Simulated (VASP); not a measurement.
Write the native input for VASP 6.6.1 that does the following.

```
Task                               : single point
Functional                         : HF
Potentials or basis                : VASP PAW PBE potentials, release 64 (Sn_d, Se)
Cutoff                             : 520 eV
k mesh                             : 4 × 4 × 4
Occupations                        : fermi-dirac, width 0.05 eV
Spin                               : no spin polarisation
Dipole correction                  : no
Grid for exact exchange (PRECFOCK) : Normal
Further INCAR settings             : ALGO = Normal; EDIFF = 1e-06; NBANDS = 17
Share of exact exchange            : 1
```

SnSe:

```xyz
2
Lattice="0.0000 3.3908 3.3908 3.3908 0.0000 3.3908 3.3908 3.3908 0.0000" Properties=species:S:1:pos:R:3 pbc="T T T"
Sn    0.0000    0.0000    0.0000
Se    5.0863    5.0863    5.0863
```

These files were run (other wordings do the same):

POSCAR

```
SnSe
1.0
    0.0000000000      3.3908400000      3.3908400000
    3.3908400000      0.0000000000      3.3908400000
    3.3908400000      3.3908400000      0.0000000000
Sn Se
1 1
Direct
    0.0000000000      0.0000000000      0.0000000000
    0.7500000000      0.7500000000      0.7500000000
```

INCAR.step1

```
  ALGO = Normal
  EDIFF = 1E-5
  ENCUT = 520
  GGA = PE
  ISIF = 2
  ISMEAR = -1
  LASPH = T
  LREAL = F
  LWAVE = T
  NBANDS = 17
  NELM = 100
  PREC = Accurate
  SIGMA = 0.05
```

INCAR.step2

```
  AEXX = 1.0
  AGGAC = 0.0
  ALDAC = 0.0
  ALGO = Normal
  EDIFF = 1E-6
  ENCUT = 520
  GGA = PE
  ISIF = 2
  ISMEAR = -1
  ISTART = 1
  LASPH = T
  LCHARG = T
  LELF = T
  LHFCALC = T
  LREAL = F
  LVHAR = T
  LWAVE = F
  NBANDS = 17
  NELM = 100
  PREC = Accurate
  PRECFOCK = Normal
  SIGMA = 0.05
```

KPOINTS

```
k-points
0
Gamma
  4 4 4
```

Potentials or basis: VASP PAW PBE potentials, release 64 (Sn_d, Se).

The run is started by

```sh
$ cat potpaw_PBE.64/Sn_d/POTCAR potpaw_PBE.64/Se/POTCAR > POTCAR
$ cp INCAR.step1 INCAR
$ mpirun -np 1 vasp_std > vasp.out
$ cp INCAR.step2 INCAR
$ mpirun -np 1 vasp_std > vasp.out
```

It gave:

The pressure is 2.5 GPa. The band gap on the k mesh is 4.58 eV (least direct gap 5.47 eV).

Caveat: the PAW data sets were made with another functional, which shifts forces and pressure a little; spin-orbit coupling is left out, which moves the levels of the heavy elements.

Run time: 16 min on 1 thread of Intel(R) Xeon(R) Platinum 8488C (Sapphire Rapids) (shared host), peak memory 0.22 GiB.
